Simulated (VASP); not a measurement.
Runs of VASP 6.6.1 on Zn. The structure is that of space group Im-3m (No. 229), or close to it. The cells are those of the table. 

```tsv
level	potentials or basis	cell	k mesh	gap on the mesh (eV)	pressure (GPa)
PBEsol	VASP PAW PBE potentials, release 64 (Zn)	a = 2.808 Å, angles 109.5°, 1 atom	18 × 18 × 18	none	(a)
LDA	VASP PAW LDA potentials, release 64 (Zn)	a = 2.662 Å, angles 109.5°, 1 atom	18 × 18 × 18	none	-4.2
LDA	VASP PAW LDA potentials, release 64 (Zn)	a = 2.624 Å, angles 109.5°, 1 atom	18 × 18 × 18	none	-0.7
PBEsol	VASP PAW PBE potentials, release 64 (Zn)	a = 2.639, b = 2.641, c = 2.632 Å, angles 109.7, 109.1, 109.9°, 1 atom	16 × 16 × 16	none	(b)
PBEsol	VASP PAW PBE potentials, release 64 (Zn)	a = 2.800, b = 2.789, c = 2.838 Å, angles 109.7, 109.8, 109.7°, 1 atom	16 × 16 × 16	none	-8.5
PBEsol	VASP PAW PBE potentials, release 64 (Zn)	a = 2.768 Å, angles 109.5°, 1 atom	18 × 18 × 18	none	-7.5
PBEsol	VASP PAW PBE potentials, release 64 (Zn)	a = 2.714, b = 2.739, c = 2.726 Å, angles 111.9, 107.8, 111.6°, 1 atom	18 × 18 × 18	none	-3.0
```

Alike in all rows: task single point; no spin polarisation; cutoff (eV) 520; smearing gaussian 0.1 eV.

Task: Fill in the values left out.

Result: (a) -8.9; (b) 2.1.

Caveats: the PAW data sets were made with another functional, which shifts forces and pressure a little (some runs).

A gap of «none» marks levels without a gap at the run's occupations.
